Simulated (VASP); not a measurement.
Input of a VASP 6.6.1 run:

Contents of INCAR:

```
ALGO = Normal
EDIFF = 1E-7
ENCUT = 520
GGA = PS
ISIF = 2
ISMEAR = -1
LASPH = T
LCHARG = F
LREAL = F
LWAVE = F
NBANDS = 15
NELM = 60
PREC = Accurate
SIGMA = 0.05
```

The input KPOINTS:

```
k-points
0
Gamma
  9 9 9
```

File POSCAR:

```
SrO
1.0
    0.0000000000      2.5316160185      2.5316160185
    2.5316160185      0.0000000000      2.5316160185
    2.5316160185      2.5316160185      0.0000000000
Sr O
1 1
Direct
    0.5000000000      0.5000000000      0.5000000000
    0.0000000000      0.0000000000      0.0000000000
```

Potentials or basis: VASP PAW PBE potentials, release 64 (Sr_sv, O).

The run is started by

```bash
$ cat potpaw_PBE.64/Sr_sv/POTCAR potpaw_PBE.64/O/POTCAR > POTCAR
$ mpirun -np 1 vasp_std > vasp.out
```

(1) Estimate the pressure.

(2) Estimate the band gap on the k mesh.

Answers

(1) 4.3 GPa.

(2) 3.18 eV (least direct gap 3.24 eV).

Caveat: the cell stands under pressure; the PAW data sets were made with another functional, which shifts forces and pressure a little; an odd mesh through Γ misses points on the zone boundary, where band edges can lie.
